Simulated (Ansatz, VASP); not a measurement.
One calculation of W, two programs

```xyz
2
Lattice="0.0000 2.8892 2.8892 2.8892 0.0000 2.8892 2.8892 2.8892 0.0000" Properties=species:S:1:pos:R:3 pbc="T T T"
W     0.7223    0.7223    0.7223
W     5.0560    5.0560    5.0560
```

Alike in both runs: task single point; functional revPBE; k mesh 11 × 11 × 11; occupations fermi-dirac, width 0.1 eV; no spin polarisation.

|  | VASP | Ansatz |
| --- | --- | --- |
| version | VASP 6.6.1 | Ansatz 0.2.0 |
| potentials or method | VASP PAW PBE potentials, release 64 (W_sv), cutoff 520 eV | plane waves (420 eV) with PAW, scalar-relativistic |
| valence electrons in the cell | 28 | 28 |

```csv
,VASP,Ansatz,Ansatz less VASP
pressure (GPa),5.7,5.1,-0.57
```

VASP's potentials were made for PBE, not for revPBE.

Spin-orbit coupling is off throughout.
